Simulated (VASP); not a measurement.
# Pt (P6_3/mmc) in VASP: a series of runs

The runs below take Pt through single point, relaxation of cell and atoms, with PBEsol.

All numbers are computed with VASP 6.6.1; they aren't measurements. Logs are shortened: lines on timing, memory, paths and dates and some standing lists are left out, and cuts for length are marked.

## 1. The cell of the first run

The structure is hexagonal, space group P6_3/mmc (No. 194). Conventional cell: a = 3.558 Å, b = 3.558 Å, c = 5.870 Å, α = 90.00°, β = 90.00°, γ = 120.00°. Pt (site symmetry 3m) has 4 Pt at 2.18 to 2.20 Å within 2.9 Å.

This isn't the form of Pt at room conditions, which is fcc.

## 2. Single point, PBEsol

Contents of INCAR:

```
SYSTEM = Pt
PREC = Accurate
ENCUT = 570
EDIFF = 1E-6
ISMEAR = 0
SIGMA = 0.1
LREAL = .FALSE.
LASPH = .TRUE.
NELM = 120
ALGO = Normal
ISIF = 2
LWAVE = .FALSE.
LCHARG = .TRUE.
GGA = PS
LELF = .TRUE.
LVHAR = .TRUE.
NBANDS = 44
GGA_COMPAT = .FALSE.
```

Contents of KPOINTS:

```
regular mesh
0
G
  6 6 4
  0 0 0
```

Contents of POSCAR:

```
Pt
1.0
    3.5578603427      0.0000000000      0.0000000000
   -1.7789301714      3.0811974399      0.0000000000
    0.0000000000      0.0000000000      5.8704695655
Pt
4
Direct
    0.3333333333      0.6666666667      0.4375000000
    0.6666666667      0.3333333333      0.9375000000
    0.6666666667      0.3333333333      0.5625000000
    0.3333333333      0.6666666667      0.0625000000
```

Potentials or basis: VASP PAW PBE potentials, release 64 (Pt_sv_GW).

Command:

```console
$ cat potpaw_PBE.64/Pt_sv_GW/POTCAR > POTCAR
$ mpirun -np 1 vasp_std > vasp.out
```

OUTCAR:

```text
SYSTEM = Pt
   PREC = Accurate
   ENCUT = 570
   EDIFF = 1E-6
   ISMEAR = 0
   LREAL = .FALSE.
   LASPH = .TRUE.
   NELM = 120
   ISIF = 2
   GGA = PS

 ion  position               nearest neighbor table
   1  0.333  0.667  0.438-   3 2.18   3 2.18   3 2.18   4 2.20
   2  0.667  0.333  0.938-   4 2.18   4 2.18   4 2.18   3 2.20
   3  0.667  0.333  0.562-   1 2.18   1 2.18   1 2.18   2 2.20
   4  0.333  0.667  0.062-   2 2.18   2 2.18   2 2.18   1 2.20

  LATTYP: Found a hexagonal cell.
 ALAT       =     3.5578603427
 C/A-ratio  =     1.6500000000

  Lattice vectors:

 A1 = (   3.5578603427,   0.0000000000,   0.0000000000)
 A2 = (  -1.7789301714,   3.0811974399,   0.0000000000)
 A3 = (   0.0000000000,   0.0000000000,   5.8704695655)

Analysis of symmetry for initial positions (statically):
=====================================================================
 Subroutine PRICEL returns:
 Original cell was already a primitive cell.

 Routine SETGRP: Setting up the symmetry group for a
 hexagonal supercell.

 Subroutine GETGRP returns: Found 24 space group operations
 (whereof 12 operations were pure point group operations)
 out of a pool of 24 trial point group operations.

The static configuration has the point symmetry D_3d.
 The point group associated with its full space group is D_6h.

Analysis of symmetry for dynamics (positions and initial velocities):
=====================================================================
 Subroutine PRICEL returns:
 Original cell was already a primitive cell.

 Routine SETGRP: Setting up the symmetry group for a
 hexagonal supercell.

 Subroutine GETGRP returns: Found 24 space group operations
 (whereof 12 operations were pure point group operations)
 out of a pool of 24 trial point group operations.

The dynamic configuration has the point symmetry D_3d.
 The point group associated with its full space group is D_6h.

 Subroutine INISYM returns: Found 24 space group operations
 (whereof 12 operations are pure point group operations),
 and found     1 'primitive' translations

----------------------------------------------------------------------------------------

                                     Primitive cell

  volume of cell :      64.3548

  direct lattice vectors                    reciprocal lattice vectors
     3.557860343  0.000000000  0.000000000     0.281067806  0.162274573  0.000000000
    -1.778930171  3.081197440  0.000000000     0.000000000  0.324549147  0.000000000
     0.000000000  0.000000000  5.870469565     0.000000000  0.000000000  0.170344125

  length of vectors
     3.557860343  3.557860343  5.870469565     0.324549147  0.324549147  0.170344125

  position of ions in fractional coordinates (direct lattice)
     0.333333333  0.666666667  0.437500000
     0.666666667  0.333333333  0.937500000
     0.666666667  0.333333333  0.562500000
     0.333333333  0.666666667  0.062500000

  ion indices of the primitive-cell ions
   primitive index   ion index
                 1           1
                 2           2
                 3           3
                 4           4

----------------------------------------------------------------------------------------

 KPOINTS: regular mesh

Automatic generation of k-mesh.
 Grid dimensions read from file:
 generate k-points for:    6    6    4

 Generating k-lattice:

  Cartesian coordinates                     Fractional coordinates (reciprocal lattice)
     0.046844634  0.027045762  0.000000000     0.166666667  0.000000000  0.000000000
     0.000000000  0.054091524  0.000000000     0.000000000  0.166666667  0.000000000
     0.000000000  0.000000000  0.042586031     0.000000000  0.000000000  0.250000000

  Length of vectors
     0.054091524  0.054091524  0.042586031

  Shift w.r.t. Gamma in fractional coordinates (k-lattice)
     0.000000000  0.000000000  0.000000000

 Subroutine IBZKPT returns following result:
 ===========================================

 Found     21 irreducible k-points:

 Following reciprocal coordinates:
            Coordinates               Weight
  0.000000  0.000000  0.000000      1.000000
  0.166667 -0.000000  0.000000      6.000000
  0.333333 -0.000000  0.000000      6.000000
  0.500000 -0.000000  0.000000      3.000000
  0.166667  0.166667  0.000000      6.000000
  0.333333  0.166667  0.000000     12.000000
[... 13 lines left out ...]
  0.333333  0.166667  0.500000     12.000000
  0.333333  0.333333  0.500000      2.000000
   k-points           NKPTS =     21   k-points in BZ     NKDIM =     21   number of bands    NBANDS=     44
   number of dos      NEDOS =    301   number of ions     NIONS =      4
   total plane-waves  NPLWV =  37632
   dimension x,y,z NGX =    28 NGY =   28 NGZ =   48
   dimension x,y,z NGXF=    56 NGYF=   56 NGZF=   96
   ions per type =               4
   NGX,Y,Z   is equivalent  to a cutoff of  13.08, 13.08, 13.59 a.u.
   NGXF,Y,Z  is equivalent  to a cutoff of  26.17, 26.17, 27.19 a.u.
 SYSTEM =  Pt
   PREC   = accura    normal or accurate (medium, high low for compatibility)
   ISTART =      0    job   : 0-new  1-cont  2-samecut
   ICHARG =      2    charge: 1-file 2-atom 10-const
   ISPIN  =      1    spin polarized calculation?
   LNONCOLLINEAR =      F non collinear calculations
   LSORBIT =      F    spin-orbit coupling
   LASPH  =      T    aspherical Exc in radial PAW
   ENCUT  =  570.0 eV  41.89 Ry    6.47 a.u.   6.93  6.93 11.43*2*pi/ulx,y,z
   NELM   =    120;   NELMIN=  2; NELMDL= -5     # of ELM steps
   EDIFF  = 0.1E-05   stopping-criterion for ELM
   LREAL  =      F    real-space projection
   EDIFFG = 0.1E-04   stopping-criterion for IOM
   NSW    =      0    number of steps for IOM
   IBRION =     -1    ionic relax: 0-MD 1-quasi-New 2-CG
   NFREE  =      0    steps in history (QN), initial steepest desc. (CG)
   ISIF   =      2    stress and relaxation
   ISYM   =      2    0-nonsym 1-usesym 2-fastsym
   POTIM  = 0.5000    time-step for ionic-motion
   TEBEG  =    0.0;   TEEND  =   0.0 temperature during run
   PSTRESS=    0.0 pullay stress
   NELECT =      72.0000    total number of electrons
   NUPDOWN=      -1.0000    fix difference up-down
   EMIN   =  10.00;   EMAX   =-10.00  energy-range for DOS
   EFERMI =   0.00;   METHOD = LEGACY
   ISMEAR =     0;   SIGMA  =   0.10  broadening in eV -4-tet -1-fermi 0-gaus
   EFERMI_NEDOS =   21; number of points for ismear=-14 and -15
   IALGO  =     38    algorithm
   IMIX   =      4    mixing-type and parameters
     AMIX     =   0.40;   BMIX     =  1.00
     AMIX_MAG =   1.60;   BMIX_MAG =  1.00
  volume/ion in A,a.u.               =      16.09       108.57
  Fermi-wavevector in a.u.,A,eV,Ry     =   1.699516  3.211619 39.298448  2.888354
  Thomas-Fermi vector in A             =   2.779819
   LORBIT       =      0    0 simple, 1 ext, 2 COOP (PROOUT), +10 PAW based schemes
   GGA     = PS    functional components
   LHFCALC =     F    Hartree Fock is set to
   AEXX    =    0.0000 exact exchange contribution
   IVDW    =     0    specifies the selected vdW correction
   LEPSILON=     F    determine dielectric tensor
   LRPA    =     F    only Hartree local field effects (RPA)
 non-spin polarized calculation
 Gauss-broadening in eV      SIGMA  =   0.10
  energy-cutoff  :      570.00
  volume of cell :       64.35
 maximum number of plane-waves:      2012
 NGX is ok and might be reduce to    28
   NGX = 13   NGY = 13   NGZ = 23

 number of electron      72.0000001 magnetization

 Free energy of the ion-electron system (eV)
  ---------------------------------------------------
  ext. energy  EPLUGINS =         0.00000000
  ---------------------------------------------------
  free energy    TOTEN  =       -15.44640188 eV

  energy without entropy =      -15.42033709  energy(sigma->0) =      -15.43336949

 E-fermi :  10.4658     XC(G=0): -13.4444

 val. band max:       10.4415685969   @ k =   0.1667  -0.0000   0.5000
 cond. band min:      10.4759847068   @ k =   0.5000  -0.0000   0.0000
 fundamental gap:      0.0344161099
 Fermi energy:        10.4658340036

 k-point     1 :       0.0000    0.0000    0.0000
  band No.  band energies     occupation
      1     -89.9581      2.00000
      2     -89.8481      2.00000
      3     -89.5818      2.00000
      4     -89.4686      2.00000
      5     -44.7781      2.00000
      6     -44.7781      2.00000
[... 36 lines left out ...]
     43      22.5747      0.00000
     44      22.8813      0.00000

 k-point     2 :       0.1667   -0.0000    0.0000
  band No.  band energies     occupation
      1     -89.9362      2.00000
      2     -89.8256      2.00000
      3     -89.6047      2.00000
      4     -89.4912      2.00000
      5     -44.8440      2.00000
      6     -44.8152      2.00000
[... 36 lines left out ...]
     43      21.3272      0.00000
     44      22.2031      0.00000

 k-point     3 :       0.3333   -0.0000    0.0000
  band No.  band energies     occupation
      1     -89.8800      2.00000
      2     -89.7682      2.00000
      3     -89.6625      2.00000
      4     -89.5495      2.00000
      5     -44.8990      2.00000
      6     -44.8837      2.00000
[... 36 lines left out ...]
     43      18.2544      0.00000
     44      20.5941      0.00000

 k-point     4 :       0.5000   -0.0000    0.0000
  band No.  band energies     occupation
      1     -89.8346      2.00000
      2     -89.7219      2.00000
      3     -89.7087      2.00000
      4     -89.5954      2.00000
      5     -44.9159      2.00000
      6     -44.9056      2.00000
[... 741 lines left out ...]
     43      17.6446      0.00000
     44      17.6446      0.00000

 k-point    20 :       0.3333    0.1667    0.5000
  band No.  band energies     occupation
      1     -89.7995      2.00000
      2     -89.7995      2.00000
      3     -89.6308      2.00000
      4     -89.6308      2.00000
      5     -44.8905      2.00000
      6     -44.8905      2.00000
[... 36 lines left out ...]
     43      17.9351      0.00000
     44      17.9351      0.00000

 k-point    21 :       0.3333    0.3333    0.5000
  band No.  band energies     occupation
      1     -89.7713      2.00000
      2     -89.7713      2.00000
      3     -89.6593      2.00000
      4     -89.6593      2.00000
      5     -44.9303      2.00000
      6     -44.9303      2.00000
[... 36 lines left out ...]
     43      18.5077      0.00000
     44      18.5077      0.00000

------------------------ aborting loop because EDIFF is reached ----------------------------------------

  FORCE on cell =-STRESS in cart. coord.  units (eV):
  Direction    XX          YY          ZZ          XY          YZ          ZX
  --------------------------------------------------------------------------------------
  -------------------------------------------------------------------------------------
  Total       50.0047858     50.0047858     45.4916177     -0.0000000     -0.0000000      0.0000000
  in kB     1244.9184052   1244.9184052   1132.5586389     -0.0000000     -0.0000000      0.0000000
  external PRESSURE =    1207.4651497 kB  Pullay stress =       0.0000000 kB

 VOLUME and BASIS-vectors are now :
 -----------------------------------------------------------------------------
  energy-cutoff  :      570.00
  volume of cell :       64.35
      direct lattice vectors                 reciprocal lattice vectors
     3.557860343  0.000000000  0.000000000     0.281067806  0.162274573  0.000000000
    -1.778930171  3.081197440  0.000000000     0.000000000  0.324549147  0.000000000
     0.000000000  0.000000000  5.870469565     0.000000000  0.000000000  0.170344125

 POSITION                                       TOTAL-FORCE (eV/Angst)
 -----------------------------------------------------------------------------------
     -0.00000      2.05413      2.56833        -0.000000      0.000000     -0.897846
      1.77893      1.02707      5.50357        -0.000000      0.000000     -0.897846
      1.77893      1.02707      3.30214         0.000000      0.000000      0.897846
     -0.00000      2.05413      0.36690        -0.000000      0.000000      0.897846
 -----------------------------------------------------------------------------------
    total drift:                               -0.000000      0.000000      0.000000

  FREE ENERGIE OF THE ION-ELECTRON SYSTEM (eV)
  ---------------------------------------------------
  free  energy   TOTEN  =       -15.4464018825 eV

  energy  without entropy=      -15.4203370902  energy(sigma->0) =      -15.43336949
```

Run time: 37 s. Hardware: 1 thread of Intel Xeon 6975P-C (Granite Rapids), shared host; peak memory 0.21 GiB.

What came out:

* Free energy: -15.4464 eV
* Pressure: 120.7 GPa
* Largest force: 0.898 eV/Å
* Band gap on the k mesh: zero (bands 36 and 37 overlap by 0.67 eV)

Forces in eV/Å, atoms in the order of the input:
```
Pt   0.000  0.000 -0.898
Pt   0.000  0.000 -0.898
Pt   0.000  0.000  0.898
Pt   0.000  0.000  0.898
```

Caveat: the stress differs along the axes, from 113 to 124 GPa; the PAW data sets were made with another functional, which shifts forces and pressure a little; spin-orbit coupling is left out, which moves the levels of the heavy elements.

(Part 1 of 2 ends here.)

The gap in the log of VASP goes by the Fermi energy; the results here count the filled bands.